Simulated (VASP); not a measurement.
# Si (Fm-3m) in VASP: elastic constants with PBE

Aim: the elastic constants of Si with PBE.

Program: VASP 6.6.1. These are calculated values, not measurements. Logs are shortened: lines on timing, memory, paths and dates and some standing lists are left out, and cuts for length are marked.

## 1. The cell of the first run

Symmetry: Fm-3m, No. 225, cubic system. The conventional cell has a = 3.869 Å, b = 3.869 Å, c = 3.869 Å, α = 90.00°, β = 90.00°, γ = 90.00°. Within 3.6 Å of Si (site symmetry m-3m) lie 12 Si at 2.74 Å.

This isn't the form of Si at room conditions, which is diamond.

## 2. Elastic constants, PBE

Contents of INCAR:

```
ALGO     = Normal         # electronic algorithm
EDIFF    = 1E-8           # SCF threshold, eV
ENCUT    = 600            # plane-wave cutoff, eV
GGA      = PE             # functional
IBRION   = 6              # ionic algorithm
ISIF     = 3              # what is computed and relaxed
ISMEAR   = -1             # smearing method
LASPH    = T              # aspherical terms in the spheres
LCHARG   = F              # write CHGCAR
LREAL    = F              # projectors in reciprocal space
LWAVE    = F              # write WAVECAR
NBANDS   = 8              # bands
NELM     = 100            # most SCF steps
NFREE    = 2            
NSW      = 1              # ionic steps
POTIM    = 0.015          # step
PREC     = Accurate       # precision mode
SIGMA    = 0.15           # smearing width, eV
```

Contents of KPOINTS:

```
k-points
0
Gamma
  22 22 22
```

Contents of POSCAR:

```
Si
1.0
    0.0000000000      1.9346755003      1.9346755003
    1.9346755003      0.0000000000      1.9346755003
    1.9346755003      1.9346755003      0.0000000000
Si
1
Direct
    0.0000000000      0.0000000000      0.0000000000
```

Potentials or basis: VASP PAW PBE potentials, release 64 (Si).

Run with:

```sh
$ cat potpaw_PBE.64/Si/POTCAR > POTCAR
$ mpirun -np 1 vasp_std > vasp.out
```

OUTCAR:

```text
EDIFF = 1E-8
   ENCUT = 600
   GGA = PE
   IBRION = 6
   ISIF = 3
   ISMEAR = -1
   LASPH = T
   LREAL = F
   NELM = 100
   NFREE = 2
   NSW = 1
   POTIM = 0.015
   PREC = Accurate

 ion  position               nearest neighbor table
   1  0.000  0.000  0.000-

  LATTYP: Found a face centered cubic cell.
 ALAT       =     3.8693510006

  Lattice vectors:

 A1 = (   0.0000000000,   1.9346755003,   1.9346755003)
 A2 = (   1.9346755003,   0.0000000000,   1.9346755003)
 A3 = (   1.9346755003,   1.9346755003,   0.0000000000)

Analysis of symmetry for initial positions (statically):
=====================================================================
 Subroutine PRICEL returns:
 Original cell was already a primitive cell.

 Routine SETGRP: Setting up the symmetry group for a
 face centered cubic supercell.

 Subroutine GETGRP returns: Found 48 space group operations
 (whereof 48 operations were pure point group operations)
 out of a pool of 48 trial point group operations.

The static configuration has the point symmetry O_h .

Analysis of symmetry for dynamics (positions and initial velocities):
=====================================================================
 Subroutine PRICEL returns:
 Original cell was already a primitive cell.

 Routine SETGRP: Setting up the symmetry group for a
 face centered cubic supercell.

 Subroutine GETGRP returns: Found 48 space group operations
 (whereof 48 operations were pure point group operations)
 out of a pool of 48 trial point group operations.

The dynamic configuration has the point symmetry O_h .

 Subroutine INISYM returns: Found 48 space group operations
 (whereof 48 operations are pure point group operations),
 and found     1 'primitive' translations

----------------------------------------------------------------------------------------

                                     Primitive cell

  volume of cell :      14.4829

  direct lattice vectors                    reciprocal lattice vectors
     0.000000000  1.934675500  1.934675500    -0.258441273  0.258441273  0.258441273
     1.934675500  0.000000000  1.934675500     0.258441273 -0.258441273  0.258441273
     1.934675500  1.934675500  0.000000000     0.258441273  0.258441273 -0.258441273

  length of vectors
     2.736044331  2.736044331  2.736044331     0.447633416  0.447633416  0.447633416

  position of ions in fractional coordinates (direct lattice)
     0.000000000  0.000000000  0.000000000

  ion indices of the primitive-cell ions
   primitive index   ion index
                 1           1

----------------------------------------------------------------------------------------

 KPOINTS: k-points

Automatic generation of k-mesh.
 Grid dimensions read from file:
 generate k-points for:   22   22   22

 Generating k-lattice:

  Cartesian coordinates                     Fractional coordinates (reciprocal lattice)
    -0.011747331  0.011747331  0.011747331     0.045454545  0.000000000  0.000000000
     0.011747331 -0.011747331  0.011747331     0.000000000  0.045454545  0.000000000
     0.011747331  0.011747331 -0.011747331     0.000000000  0.000000000  0.045454545

  Length of vectors
     0.020346973  0.020346973  0.020346973

  Shift w.r.t. Gamma in fractional coordinates (k-lattice)
     0.000000000  0.000000000  0.000000000

 Subroutine IBZKPT returns following result:
 ===========================================

[... 85 lines left out ...]

--------------------------------------- Ionic step        1  -------------------------------------------

 number of electron       4.0000000 magnetization

 Free energy of the ion-electron system (eV)
  ---------------------------------------------------
  ext. energy  EPLUGINS =         0.00000000
  ---------------------------------------------------
  free energy    TOTEN  =        -4.90368827 eV

  energy without entropy =       -4.87139304  energy(sigma->0) =       -4.88754065

------------------------ aborting loop because EDIFF is reached ----------------------------------------

  FORCE on cell =-STRESS in cart. coord.  units (eV):
  Direction    XX          YY          ZZ          XY          YZ          ZX
  --------------------------------------------------------------------------------------
  -------------------------------------------------------------------------------------
  Total       -0.0015203     -0.0015203     -0.0015203      0.0000000     -0.0000000      0.0000000
  in kB       -0.1681810     -0.1681810     -0.1681810      0.0000000     -0.0000000      0.0000000
  external PRESSURE =      -0.1681810 kB  Pullay stress =       0.0000000 kB
[... 86 lines left out ...]
  FREE ENERGIE OF THE ION-ELECTRON SYSTEM (eV)
  ---------------------------------------------------
  free  energy   TOTEN  =        -4.9029541122 eV

  energy  without entropy=       -4.8710015533  energy(sigma->0) =       -4.88697783

 E-fermi :   9.9676     XC(G=0): -11.1312

 val. band max:        9.9663061388   @ k =  -0.4091   0.1364   0.3636
 cond. band min:       9.9714942945   @ k =  -0.2273   0.2273   0.0000
 fundamental gap:      0.0051881557
 Fermi energy:         9.9676187533

 k-point     1 :       0.0000    0.0000    0.0000
  band No.  band energies     occupation
      1      -4.3456      2.00000
      2      20.9054      0.00000
      3      20.9054      0.00000
      4      20.9245      0.00000
      5      21.7043      0.00000
      6      21.8974      0.00000
      7      21.8974      0.00000
      8      27.1342      0.00000
[... 243 lines left out ...]
 k-point    24 :      -0.4545    0.0455    0.0000
  band No.  band energies     occupation
      1       1.9255      2.00000
      2       3.7291      2.00000
      3      17.2966      0.00000
      4      18.3968      0.00000
      5      20.7828      0.00000
      6      21.2380      0.00000
      7      23.4530      0.00000
      8      26.2463      0.00000

 [... further k-points ...]

[... ionic steps 4 to 12 ...]

--------------------------------------- Ionic step       13  -------------------------------------------

 number of electron       4.0000000 magnetization

------------------------ aborting loop because EDIFF is reached ----------------------------------------
[... 65 lines left out ...]
--------------------------------------- Ionic step       15  -------------------------------------------

 number of electron       4.0000000 magnetization

 Free energy of the ion-electron system (eV)
  ---------------------------------------------------
  ext. energy  EPLUGINS =         0.00000000
  ---------------------------------------------------
  free energy    TOTEN  =        -4.90368832 eV

  energy without entropy =       -4.87139309  energy(sigma->0) =       -4.88754071

 E-fermi :  10.1644     XC(G=0): -11.1915

 val. band max:       10.1449622440   @ k =  -0.3182   0.2727   0.0455
 cond. band min:      10.1733134816   @ k =   0.3182   0.0909   0.0000
 fundamental gap:      0.0283512376
 Fermi energy:        10.1644214478

 k-point     1 :       0.0000    0.0000    0.0000
  band No.  band energies     occupation
      1      -4.2873      2.00000
      2      21.2865      0.00000
      3      21.2865      0.00000
      4      21.2865      0.00000
      5      22.0831      0.00000
      6      22.0831      0.00000
      7      22.0831      0.00000
      8      27.4174      0.00000
[... 281 lines left out ...]
  FREE ENERGIE OF THE ION-ELECTRON SYSTEM (eV)
  ---------------------------------------------------
  free  energy   TOTEN  =        -4.9036883227 eV

  energy  without entropy=       -4.8713930927  energy(sigma->0) =       -4.88754071

 INTERNAL STRAIN TENSORS FROM STRAINED CELLS
 ============================================

 INTERNAL STRAIN TENSOR FOR ION    1 for displacements in x,y,z  (eV/Angst):
          X           Y           Z          XY          YZ          ZX
  --------------------------------------------------------------------------------
  x     0.00000    -0.00000     0.00000    -0.00000     0.00000     0.00000
  y     0.00000     0.00000    -0.00000     0.00000     0.00000     0.00000
  z    -0.00000     0.00000     0.00000     0.00000     0.00000     0.00000

 INTERNAL STRAIN TENSORS FROM DISPLACED ATOMS
 ============================================

 INTERNAL STRAIN TENSOR FOR ION    1 for displacements in x,y,z  (eV/Angst):
          X           Y           Z          XY          YZ          ZX
  --------------------------------------------------------------------------------
  x     0.00000     0.00000     0.00000     0.00000     0.00000     0.00000
  y     0.00000     0.00000     0.00000     0.00000     0.00000     0.00000
  z     0.00000     0.00000     0.00000     0.00000     0.00000     0.00000

 Eigenvectors and eigenvalues of the dynamical matrix
 ----------------------------------------------------

   1 f/i=    0.000000 THz     0.000000 2PiTHz    0.000000 cm-1     0.000000 meV
             X         Y         Z           dx          dy          dz
      0.000000  0.000000  0.000000     1.000000    0.000000    0.000000

   2 f/i=    0.000000 THz     0.000000 2PiTHz    0.000000 cm-1     0.000000 meV
             X         Y         Z           dx          dy          dz
      0.000000  0.000000  0.000000     0.000000    1.000000    0.000000

   3 f/i=    0.000000 THz     0.000000 2PiTHz    0.000000 cm-1     0.000000 meV
             X         Y         Z           dx          dy          dz
      0.000000  0.000000  0.000000     0.000000    0.000000    1.000000

--------------------------------------------------------------------------------------------------------

 ELASTIC MODULI CONTR FROM IONIC RELAXATION (kBar)
 Direction    XX          YY          ZZ          XY          YZ          ZX
 --------------------------------------------------------------------------------
 XX           0.0000      0.0000      0.0000      0.0000      0.0000      0.0000
 YY           0.0000      0.0000      0.0000      0.0000      0.0000      0.0000
 ZZ           0.0000      0.0000      0.0000      0.0000      0.0000      0.0000
 XY           0.0000      0.0000      0.0000      0.0000      0.0000      0.0000
 YZ           0.0000      0.0000      0.0000      0.0000      0.0000      0.0000
 ZX           0.0000      0.0000      0.0000      0.0000      0.0000      0.0000
 --------------------------------------------------------------------------------

 TOTAL ELASTIC MODULI (kBar)
 Direction    XX          YY          ZZ          XY          YZ          ZX
 --------------------------------------------------------------------------------
 XX         736.8310    867.0792    867.0792      0.0000     -0.0000      0.0000
 YY         867.0792    736.8310    867.0792      0.0000     -0.0000      0.0000
 ZZ         867.0792    867.0792    736.8310      0.0000     -0.0000      0.0000
 XY           0.0000      0.0000      0.0000     63.3285     -0.0000      0.0000
 YZ          -0.0000     -0.0000     -0.0000     -0.0000     63.3285      0.0000
 ZX           0.0000      0.0000      0.0000      0.0000      0.0000     63.3285
 --------------------------------------------------------------------------------
```

Wall time 9 min (1 thread of Intel Xeon 6975P-C (Granite Rapids), shared host); peak memory 0.7 GiB.

What came out:

```yaml
Elastic_constants_C11_C12_C44: 74, 87, 6 GPa
Voigt_bulk_modulus: 82 GPa
```

Elastic tensor in Voigt notation (GPa, in the Cartesian axes of the cell as first typed):
```
74 87 87  0  0  0
87 74 87  0  0  0
87 87 74  0  0  0
 0  0  0  6  0  0
 0  0  0  0  6  0
 0  0  0  0  0  6
```

Clamped-ion elastic tensor (GPa):
```
74 87 87  0  0  0
87 74 87  0  0  0
87 87 74  0  0  0
 0  0  0  6  0  0
 0  0  0  0  6  0
 0  0  0  0  0  6
```

Caveat: the elastic tensor has a negative eigenvalue, so either the cell is unstable as it stands or the mesh is too thin.
